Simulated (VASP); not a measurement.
# Tl: single point with LDA

Crystal: Tl.

```
CELL_PARAMETERS angstrom
0.00000 2.52800 2.46634
2.52800 0.00000 2.46634
2.52800 2.52800 0.00000
ATOMIC_POSITIONS crystal
Tl 0.00000 0.00000 0.00000
```

This cell differs from its parent crystal: strain +0.025 along x and y, +0.000 along z.

| Property | Result |
| --- | --- |
| Program | VASP 6.6.1 |
| Task | single point |
| Functional | LDA |
| Potentials or basis | VASP PAW LDA potentials, release 64 (Tl_d) |
| Cutoff | 520 eV |
| k mesh | 16 × 16 × 16 |
| Occupations | gaussian, width 0.15 eV |
| Spin | no spin polarisation |

* Pressure: -4.4 GPa

Levels at points of the mesh, in eV from the Fermi level:
```
           k point  band 3  band 4  band 5  band 6  band 7  band 8  band 9  band 10
(0.00, 0.00, 0.00)  -11.38  -11.20  -11.17   -9.40    9.40    9.45    9.45    10.87
(0.50, 0.00, 0.00)  -11.37  -11.00  -10.98   -5.32   -2.50    7.35    7.73    10.33
(0.50, 0.50, 0.00)  -11.00  -10.93  -10.93   -3.63   -1.38    3.65    3.65     6.95
(0.50, 0.00, 0.50)  -11.00  -10.95  -10.92   -3.92   -1.59    3.88    4.02     7.23
```

It took 39 s on 1 thread of Intel(R) Xeon(R) Platinum 8559C (Emerald Rapids) (shared host), peak memory 0.23 GiB.

Caveat: the cell differs from its parent crystal (strain +0.025 along x and y, +0.000 along z); spin-orbit coupling is left out, which moves the levels of the heavy elements.
